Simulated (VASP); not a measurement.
# W2Cl3 (P3m1) in VASP: a series of runs, part 2 of 2

VASP 6.6.1. The steps go on from the part before.

## Step 4: Single point, PBE (atoms taken out)

INCAR reads:

```
ALGO     = Normal         # electronic algorithm
EDIFF    = 1E-7           # SCF threshold, eV
ENCUT    = 520            # plane-wave cutoff, eV
GGA      = PE             # functional
ISIF     = 2              # what is computed and relaxed
ISMEAR   = 0              # smearing method
LASPH    = True           # aspherical terms in the spheres
LCHARG   = False          # write CHGCAR
LREAL    = False          # projectors in reciprocal space
LWAVE    = False          # write WAVECAR
NBANDS   = 32             # bands
NELM     = 100            # most SCF steps
PREC     = Accurate       # precision mode
SIGMA    = 0.1            # smearing width, eV
```

KPOINTS reads:

```
k-points
0
Gamma
  12 12 4
```

POSCAR reads:

```
W2Cl3
1.0
    3.0218094906      0.0000000000      0.0000000000
   -1.5109047453      2.6169637843      0.0000000000
    0.0000000000      0.0000000000     13.6276713256
W Cl
2 3
Direct
    0.0000000000      0.0000000000      0.9564841544
    0.0000000000      0.0000000000      0.5277137809
    0.3333333333      0.6666666667      0.0834017475
    0.3333333333      0.6666666667      0.6572408718
    0.6666666667      0.3333333333      0.3951594454
```

Potentials or basis: VASP PAW PBE potentials, release 64 (W_sv, Cl).

On the command line:

```
$ cat potpaw_PBE.64/W_sv/POTCAR potpaw_PBE.64/Cl/POTCAR > POTCAR
$ mpirun -np 1 vasp_std > vasp.out
```

OUTCAR:

```text
EDIFF = 1E-7
   ENCUT = 520
   GGA = PE
   ISIF = 2
   ISMEAR = 0
   LASPH = True
   LREAL = False
   NELM = 100
   PREC = Accurate

 ion  position               nearest neighbor table
   1  0.000  0.000  0.956-   3 2.46   3 2.46   3 2.46
   2  0.000  0.000  0.528-   4 2.48   4 2.48   4 2.48   5 2.51   5 2.51   5 2.51
   3  0.333  0.667  0.083-   1 2.46   1 2.46   1 2.46
   4  0.333  0.667  0.657-   2 2.48   2 2.48   2 2.48
   5  0.667  0.333  0.395-   2 2.51   2 2.51   2 2.51

  LATTYP: Found a hexagonal cell.
 ALAT       =     3.0218094906
 C/A-ratio  =     4.5097718331

  Lattice vectors:

 A1 = (   3.0218094906,   0.0000000000,   0.0000000000)
 A2 = (  -1.5109047453,   2.6169637843,   0.0000000000)
 A3 = (   0.0000000000,   0.0000000000,  13.6276713256)

Analysis of symmetry for initial positions (statically):
=====================================================================
 Subroutine PRICEL returns:
 Original cell was already a primitive cell.

 Routine SETGRP: Setting up the symmetry group for a
 hexagonal supercell.

[... 173 lines left out ...]
 E-fermi :   6.4148     XC(G=0):  -9.8757

 val. band max:        6.3749492661   @ k =   0.3333   0.3333   0.5000
 cond. band min:       6.4533669024   @ k =   0.0833   0.0833   0.0000
 fundamental gap:      0.0784176363
 Fermi energy:         6.4147609423

 k-point     1 :       0.0000    0.0000    0.0000
  band No.  band energies     occupation
      1     -68.9537      2.00000
      2     -68.4443      2.00000
      3     -33.5125      2.00000
      4     -32.8937      2.00000
      5     -32.7877      2.00000
      6     -32.7877      2.00000
[... 829 lines left out ...]
     31       7.9780      0.00000
     32       9.7489      0.00000

 [... further k-points ...]

------------------------ aborting loop because EDIFF is reached ----------------------------------------

  FORCE on cell =-STRESS in cart. coord.  units (eV):
  Direction    XX          YY          ZZ          XY          YZ          ZX
  --------------------------------------------------------------------------------------
  -------------------------------------------------------------------------------------
  Total        0.0322092      0.0322092      0.1464472      0.0000000      0.0000000      0.0000000
  in kB        0.4788557      0.4788557      2.1772343      0.0000000      0.0000000      0.0000000
  external PRESSURE =       1.0449819 kB  Pullay stress =       0.0000000 kB

 VOLUME and BASIS-vectors are now :
 -----------------------------------------------------------------------------
  energy-cutoff  :      520.00
  volume of cell :      107.77
      direct lattice vectors                 reciprocal lattice vectors
     3.021809491  0.000000000  0.000000000     0.330927546  0.191061108  0.000000000
    -1.510904745  2.616963784  0.000000000     0.000000000  0.382122216  0.000000000
     0.000000000  0.000000000 13.627671326     0.000000000  0.000000000  0.073380108

 POSITION                                       TOTAL-FORCE (eV/Angst)
 -----------------------------------------------------------------------------------
      0.00000      0.00000     13.03465         0.000000     -0.000000     -0.053231
      0.00000      0.00000      7.19151         0.000000     -0.000000      0.002766
     -0.00000      1.74464      1.13657        -0.000000     -0.000000      0.053039
     -0.00000      1.74464      8.95666        -0.000000      0.000000      0.028837
      1.51090      0.87232      5.38510        -0.000000      0.000000     -0.031411
 -----------------------------------------------------------------------------------
    total drift:                                0.000000      0.000000     -0.000338

  FREE ENERGIE OF THE ION-ELECTRON SYSTEM (eV)
  ---------------------------------------------------
  free  energy   TOTEN  =       -30.1647560183 eV

  energy  without entropy=      -30.1541304277  energy(sigma->0) =      -30.15944322
```

It took 4 min on 1 thread of Intel Xeon Platinum 8259CL at 2.50GHz (Skylake/Cascade Lake), shared host; peak memory 0.35 GiB.

What came out:

| Property | Result |
| --- | --- |
| Free energy | -30.1648 eV |
| Pressure | 0.1 GPa |
| Largest force | 0.053 eV/Å |
| Band gap on the k mesh | zero (an odd number of electrons rules out a gap without spin polarisation) |

Forces in eV/Å, atoms in the order of the input:
```
W    0.000  0.000 -0.053
W    0.000  0.000  0.003
Cl   0.000  0.000  0.053
Cl   0.000  0.000  0.029
Cl   0.000  0.000 -0.031
```

Stress tensor (GPa, compression positive):
```
0.05 0.00 0.00
0.00 0.05 0.00
0.00 0.00 0.22
```

Caveat: the cell differs from its parent crystal (atoms taken out); spin-orbit coupling is left out, which moves the levels of the heavy elements; this functional lacks dispersion, which binds layers or chains, so the pressure and a relaxed spacing across them are unreliable; an odd number of electrons without spin polarisation forces a metal; a magnetic or distorted state may lie lower.

## Step 5: Summary

| cell | k mesh | gap on the mesh (eV) | pressure (GPa) | largest force (eV/Å) |
| --- | --- | --- | --- | --- |
| a = 3.033, b = 3.033, c = 13.111 Å, angles 90.0, 90.0, 120.0°, 5 atoms, atomic positions A | 6 × 6 × 2 | none | 0.0 | 0.06 |
| a = 3.548, b = 3.548, c = 11.353 Å, angles 90.0, 90.0, 120.0°, 5 atoms, atomic positions B | 6 × 6 × 2 | none | -6.4 | 1.05 |
| a = 3.022, b = 3.022, c = 13.628 Å, angles 90.0, 90.0, 120.0°, 5 atoms, atomic positions C | 12 × 12 × 4 | none | 0.1 | 0.05 |

Alike in all rows: task single point; level PBE; potentials or basis VASP PAW PBE potentials, release 64 (W_sv, Cl); no spin polarisation; cutoff (eV) 520; smearing gaussian 0.1 eV.

Caveats: some runs use coarse meshes; spin-orbit coupling is left out, which moves the levels of the heavy elements; an odd number of electrons without spin polarisation forces a metal; a magnetic or distorted state may lie lower; the stress differs along the axes, from -12 to 5 GPa (at least some runs); this functional lacks dispersion, which binds layers or chains, so the pressure and a relaxed spacing across them are unreliable (at least some runs).

Total energies depend on the potentials used, so only differences within one code and one set of settings carry meaning.

The gap in the log of VASP goes by the Fermi energy; the results here count the filled bands.